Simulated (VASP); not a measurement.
# GaGe (F-43m) in VASP: a series of runs

Runs on GaGe. Level: PBEsol. Tasks: single point, vibrations by perturbation theory, elastic constants.

Program: VASP 6.6.1. These are calculated values, not measurements. Logs are shortened: lines on timing, memory, paths and dates and some standing lists are left out, and cuts for length are marked.

### Step 1. The cell of the first run

Symmetry: F-43m, No. 216, cubic system. The conventional cell has a = 5.796 Å, b = 5.796 Å, c = 5.796 Å, α = 90.00°, β = 90.00°, γ = 90.00°. Within 3.3 Å of Ge (site symmetry -43m) lie 4 Ga at 2.51 Å. Within 3.3 Å of Ga (site symmetry -43m) lie 4 Ge at 2.51 Å.

### Step 2. Single point, PBEsol

The input, POSCAR:

```
GaGe
1.0
    0.0000000000      2.8978440000      2.8978440000
    2.8978440000      0.0000000000      2.8978440000
    2.8978440000      2.8978440000      0.0000000000
Ge Ga
1 1
Direct
    0.0000000000      0.0000000000      0.0000000000
    0.2500000000      0.2500000000      0.2500000000
```

The input, INCAR.step1:

```
ALGO = Normal
EDIFF = 1E-7
ENCUT = 520
GGA = PS
ISIF = 2
ISMEAR = -1
LASPH = True
LCHARG = True
LREAL = False
LWAVE = False
NBANDS = 20
NELM = 60
PREC = Accurate
SIGMA = 0.05
```

The input, KPOINTS.step1:

```
k-points
0
Gamma
  8 8 8
```

The input, INCAR.step2:

```
ALGO = Normal
EDIFF = 1E-7
ENCUT = 520
GGA = PS
ICHARG = 11
ISIF = 2
ISMEAR = -5
LASPH = True
LCHARG = False
LORBIT = 10
LREAL = False
LWAVE = False
NBANDS = 20
NEDOS = 2001
NELM = 60
PREC = Accurate
SIGMA = 0.05
```

The input, KPOINTS.step2:

```
k-points
0
Gamma
  12 12 12
```

Potentials or basis: VASP PAW PBE potentials, release 64 (Ge_d, Ga_d).

The run is started by

```console
$ cat potpaw_PBE.64/Ge_d/POTCAR potpaw_PBE.64/Ga_d/POTCAR > POTCAR
$ cp INCAR.step1 INCAR
$ cp KPOINTS.step1 KPOINTS
$ mpirun -np 1 vasp_std > vasp.out
$ cp INCAR.step2 INCAR
$ cp KPOINTS.step2 KPOINTS
$ mpirun -np 1 vasp_std > vasp.out
```

OUTCAR:

```text
EDIFF = 1E-7
   ENCUT = 520
   GGA = PS
   ICHARG = 11
   ISIF = 2
   ISMEAR = -5
   LASPH = True
   LORBIT = 10
   LREAL = False
   NELM = 60
   PREC = Accurate

 ion  position               nearest neighbor table
   1  0.000  0.000  0.000-   2 2.51   2 2.51   2 2.51   2 2.51
   2  0.250  0.250  0.250-   1 2.51   1 2.51   1 2.51   1 2.51

  LATTYP: Found a face centered cubic cell.
 ALAT       =     5.7956880000

  Lattice vectors:

 A1 = (   0.0000000000,   2.8978440000,   2.8978440000)
 A2 = (   2.8978440000,   0.0000000000,   2.8978440000)
 A3 = (   2.8978440000,   2.8978440000,   0.0000000000)

Analysis of symmetry for initial positions (statically):
=====================================================================
 Subroutine PRICEL returns:
 Original cell was already a primitive cell.

 Routine SETGRP: Setting up the symmetry group for a
 face centered cubic supercell.

 Subroutine GETGRP returns: Found 24 space group operations
 (whereof 24 operations were pure point group operations)
 out of a pool of 48 trial point group operations.

The static configuration has the point symmetry T_d .

Analysis of symmetry for dynamics (positions and initial velocities):
=====================================================================
 Subroutine PRICEL returns:
 Original cell was already a primitive cell.

 Routine SETGRP: Setting up the symmetry group for a
 face centered cubic supercell.

 Subroutine GETGRP returns: Found 24 space group operations
 (whereof 24 operations were pure point group operations)
 out of a pool of 48 trial point group operations.

The dynamic configuration has the point symmetry T_d .

 Subroutine INISYM returns: Found 24 space group operations
 (whereof 24 operations are pure point group operations),
 and found     1 'primitive' translations

----------------------------------------------------------------------------------------

                                     Primitive cell

  volume of cell :      48.6693

  direct lattice vectors                    reciprocal lattice vectors
     0.000000000  2.897844000  2.897844000    -0.172542069  0.172542069  0.172542069
     2.897844000  0.000000000  2.897844000     0.172542069 -0.172542069  0.172542069
     2.897844000  2.897844000  0.000000000     0.172542069  0.172542069 -0.172542069

  length of vectors
     4.098170286  4.098170286  4.098170286     0.298851630  0.298851630  0.298851630

  position of ions in fractional coordinates (direct lattice)
     0.000000000  0.000000000  0.000000000
     0.250000000  0.250000000  0.250000000

  ion indices of the primitive-cell ions
   primitive index   ion index
                 1           1
                 2           2

----------------------------------------------------------------------------------------

 KPOINTS: k-points

Automatic generation of k-mesh.
 Grid dimensions read from file:
 generate k-points for:   12   12   12

 Generating k-lattice:

  Cartesian coordinates                     Fractional coordinates (reciprocal lattice)
    -0.014378506  0.014378506  0.014378506     0.083333333  0.000000000  0.000000000
     0.014378506 -0.014378506  0.014378506     0.000000000  0.083333333  0.000000000
     0.014378506  0.014378506 -0.014378506     0.000000000  0.000000000  0.083333333

  Length of vectors
     0.024904303  0.024904303  0.024904303

  Shift w.r.t. Gamma in fractional coordinates (k-lattice)
     0.000000000  0.000000000  0.000000000

 TETIRR: Found    247 inequivalent tetrahedra from    10368

 Subroutine IBZKPT returns following result:
 ===========================================

 Found     72 irreducible k-points:

 Following reciprocal coordinates:
            Coordinates               Weight
  0.000000  0.000000  0.000000      1.000000
  0.083333  0.000000  0.000000      8.000000
  0.166667  0.000000  0.000000      8.000000
  0.250000  0.000000  0.000000      8.000000
  0.333333  0.000000  0.000000      8.000000
  0.416667  0.000000  0.000000      8.000000
[... 16 lines left out ...]
  0.500000  0.166667  0.000000     24.000000
 -0.416667  0.166667  0.000000     24.000000
 [... further k-points ...]
   k-points           NKPTS =     72   k-points in BZ     NKDIM =     72   number of bands    NBANDS=     20
   number of dos      NEDOS =   2001   number of ions     NIONS =      2
   total plane-waves  NPLWV =  27000
   dimension x,y,z NGX =    30 NGY =   30 NGZ =   30
   dimension x,y,z NGXF=    60 NGYF=   60 NGZF=   60
   ions per type =               1   1
   NGX,Y,Z   is equivalent  to a cutoff of  12.17, 12.17, 12.17 a.u.
   NGXF,Y,Z  is equivalent  to a cutoff of  24.34, 24.34, 24.34 a.u.
 SYSTEM =  unknown system
   PREC   = accura    normal or accurate (medium, high low for compatibility)
   ISTART =      0    job   : 0-new  1-cont  2-samecut
   ICHARG =     11    charge: 1-file 2-atom 10-const
   ISPIN  =      1    spin polarized calculation?
   LNONCOLLINEAR =      F non collinear calculations
   LSORBIT =      F    spin-orbit coupling
   LASPH  =      T    aspherical Exc in radial PAW
   ENCUT  =  520.0 eV  38.22 Ry    6.18 a.u.   7.62  7.62  7.62*2*pi/ulx,y,z
   NELM   =     60;   NELMIN=  2; NELMDL=  0     # of ELM steps
   EDIFF  = 0.1E-06   stopping-criterion for ELM
   LREAL  =      F    real-space projection
   EDIFFG = 0.1E-05   stopping-criterion for IOM
   NSW    =      0    number of steps for IOM
   IBRION =     -1    ionic relax: 0-MD 1-quasi-New 2-CG
   NFREE  =      0    steps in history (QN), initial steepest desc. (CG)
   ISIF   =      2    stress and relaxation
   ISYM   =      2    0-nonsym 1-usesym 2-fastsym
   POTIM  = 0.5000    time-step for ionic-motion
   TEBEG  =    0.0;   TEEND  =   0.0 temperature during run
   PSTRESS=    0.0 pullay stress
   NELECT =      27.0000    total number of electrons
   NUPDOWN=      -1.0000    fix difference up-down
   EMIN   =  10.00;   EMAX   =-10.00  energy-range for DOS
   EFERMI =   0.00;   METHOD = LEGACY
   ISMEAR =    -5;   SIGMA  =   0.05  broadening in eV -4-tet -1-fermi 0-gaus
   EFERMI_NEDOS =   21; number of points for ismear=-14 and -15
   IALGO  =     38    algorithm
   IMIX   =      4    mixing-type and parameters
     AMIX     =   0.40;   BMIX     =  1.00
     AMIX_MAG =   1.60;   BMIX_MAG =  1.00
  volume/ion in A,a.u.               =      24.33       164.22
  Fermi-wavevector in a.u.,A,eV,Ry     =   1.345172  2.542006 24.619567  1.809487
  Thomas-Fermi vector in A             =   2.473106
   LORBIT       =     10    0 simple, 1 ext, 2 COOP (PROOUT), +10 PAW based schemes
   GGA     = PS    functional components
   LHFCALC =     F    Hartree Fock is set to
   AEXX    =    0.0000 exact exchange contribution
   IVDW    =     0    specifies the selected vdW correction
   LEPSILON=     F    determine dielectric tensor
   LRPA    =     F    only Hartree local field effects (RPA)
 non-spin polarized calculation
 Fermi weights with tetrahedron method with Bloechl corrections
  energy-cutoff  :      520.00
  volume of cell :       48.67
 maximum number of plane-waves:      1363

 number of electron      26.9999991 magnetization

 Free energy of the ion-electron system (eV)
  ---------------------------------------------------
  ext. energy  EPLUGINS =         0.00000000
  ---------------------------------------------------
  free energy    TOTEN  =        -7.89203445 eV

  energy without entropy =       -7.89203445  energy(sigma->0) =       -7.89203445

 E-fermi :   2.8731     XC(G=0):  -9.7394

 val. band max:        2.8859657702   @ k =  -0.2500   0.2500   0.0833
 cond. band min:       2.8148563685   @ k =   0.3333   0.1667   0.0000
 fundamental gap:     -0.0711094017
 Fermi energy:         2.8730640713

 k-point     1 :       0.0000    0.0000    0.0000
  band No.  band energies     occupation
      1     -20.9624      2.00000
      2     -20.9624      2.00000
      3     -20.9624      2.00000
      4     -20.9426      2.00000
      5     -20.9426      2.00000
      6     -11.3784      2.00000
[... 12 lines left out ...]
     19      10.4718      0.00000
     20      13.6842      0.00000

 k-point     2 :       0.0833    0.0000    0.0000
  band No.  band energies     occupation
      1     -20.9623      2.00000
      2     -20.9622      2.00000
      3     -20.9622      2.00000
      4     -20.9425      2.00000
      5     -20.9425      2.00000
      6     -11.3803      2.00000
[... 12 lines left out ...]
     19      10.9604      0.00000
     20      13.0278      0.00000

 k-point     3 :       0.1667    0.0000    0.0000
  band No.  band energies     occupation
      1     -20.9623      2.00000
      2     -20.9617      2.00000
      3     -20.9617      2.00000
      4     -20.9424      2.00000
      5     -20.9424      2.00000
      6     -11.3853      2.00000
[... 12 lines left out ...]
     19      11.8938      0.00000
     20      12.4572      0.00000

 k-point     4 :       0.2500    0.0000    0.0000
  band No.  band energies     occupation
      1     -20.9623      2.00000
      2     -20.9610      2.00000
      3     -20.9610      2.00000
      4     -20.9422      2.00000
      5     -20.9422      2.00000
      6     -11.3922      2.00000
[... 429 lines left out ...]
 k-point    23 :       0.5000    0.1667    0.0000
  band No.  band energies     occupation
      1     -20.9624      2.00000
      2     -20.9598      2.00000
      3     -20.9591      2.00000
      4     -20.9424      2.00000
      5     -20.9411      2.00000
      6     -11.4091      2.00000
[... 12 lines left out ...]
     19      13.1899      0.00000
     20      14.9461      0.00000

 k-point    24 :      -0.4167    0.1667    0.0000
  band No.  band energies     occupation
      1     -20.9619      2.00000
      2     -20.9600      2.00000
      3     -20.9592      2.00000
      4     -20.9420      2.00000
      5     -20.9414      2.00000
      6     -11.4085      2.00000
[... 12 lines left out ...]
     19      12.8417      0.00000
     20      13.8053      0.00000

 [... further k-points ...]

------------------------ aborting loop because EDIFF is reached ----------------------------------------

  FORCE on cell =-STRESS in cart. coord.  units (eV):
  Direction    XX          YY          ZZ          XY          YZ          ZX
  --------------------------------------------------------------------------------------
  -------------------------------------------------------------------------------------
  Total       -0.8744728     -0.8744728     -0.8744728     -0.0000000      0.0000000      0.0000000
  in kB      -28.7873619    -28.7873619    -28.7873619     -0.0000000      0.0000000      0.0000000
  external PRESSURE =     -28.7873619 kB  Pullay stress =       0.0000000 kB

 VOLUME and BASIS-vectors are now :
 -----------------------------------------------------------------------------
  energy-cutoff  :      520.00
  volume of cell :       48.67
      direct lattice vectors                 reciprocal lattice vectors
     0.000000000  2.897844000  2.897844000    -0.172542069  0.172542069  0.172542069
     2.897844000  0.000000000  2.897844000     0.172542069 -0.172542069  0.172542069
     2.897844000  2.897844000  0.000000000     0.172542069  0.172542069 -0.172542069

 POSITION                                       TOTAL-FORCE (eV/Angst)
 -----------------------------------------------------------------------------------
      0.00000      0.00000      0.00000        -0.000000     -0.000000     -0.000000
      1.44892      1.44892      1.44892         0.000000      0.000000      0.000000
 -----------------------------------------------------------------------------------
    total drift:                                0.000001      0.000001      0.000001

  FREE ENERGIE OF THE ION-ELECTRON SYSTEM (eV)
  ---------------------------------------------------
  free  energy   TOTEN  =        -7.8920344454 eV

  energy  without entropy=       -7.8920344454  energy(sigma->0) =       -7.89203445

 total charge

# of ion       s       p       d       tot
------------------------------------------
    1        1.178   1.131   9.996  12.305
    2        0.951   0.736   9.955  11.642
--------------------------------------------------
tot          2.129   1.867  19.951  23.947
```

Run time: 30 s. Hardware: 1 thread of Intel Xeon 6975P-C (Granite Rapids), shared host; peak memory 0.2 GiB.

Results:

| Property | Result |
| --- | --- |
| Valence electrons inside the program's atomic spheres | Ge 12.30; Ga 11.64 |

Levels at points of the mesh, in eV from the Fermi level:
```tsv
k point	band 10	band 11	band 12	band 13	band 14	band 15	band 16	band 17	band 18	band 19
(0.00, 0.00, 0.00)	-14.19	-10.49	1.74	1.74	1.74	2.09	4.41	4.41	4.41	7.60
(0.50, 0.00, 0.00)	-14.19	-8.53	-5.34	0.43	0.43	2.07	5.38	5.38	8.12	11.39
(0.50, 0.50, 0.00)	-14.18	-7.47	-5.77	-1.21	-1.21	2.31	2.43	11.06	11.06	12.22
```

Caveat: the PAW data sets were made with another functional, which shifts forces and pressure a little; tetrahedron occupations give inexact forces and stress in metals.

[end of part 1 of 2]
